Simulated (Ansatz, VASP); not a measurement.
# One calculation of MoS2, two programs

```xyz
3
Lattice="1.5766 0.9102 5.9979 -1.5766 0.9102 5.9979 0.0000 -1.8205 5.9979" Properties=species:S:1:pos:R:3 pbc="T T T"
Mo    0.0000    0.0000    0.0003
S     0.0000    0.0000   13.5589
S     0.0000    0.0000   10.4318
```

Alike in both runs: task single point; functional PBE; dispersion D3(BJ); k mesh 12 × 12 × 12; occupations gaussian, width 0.05 eV; no spin polarisation.

|  | VASP | Ansatz |
| --- | --- | --- |
| version | VASP 6.6.1 | Ansatz 0.2.0 |
| potentials or method | VASP PAW PBE potentials, release 64 (Mo_sv, S), cutoff 520 eV | scalar-relativistic, plane waves, PAW |
| valence electrons in the cell | 26 | 26 |

```csv
,VASP,Ansatz,Ansatz less VASP
gap on the k mesh at the Fermi level (eV),0.81,0.79,-0.016
least direct gap on the mesh (eV),1.77,1.77,-0.004
pressure (GPa),-0.1,0.0,+0.14
rms of the force components (eV/Å),0.007,0.000,-0.0067
```

Atom by atom the forces differ by 0.007 eV/Å (rms over components).
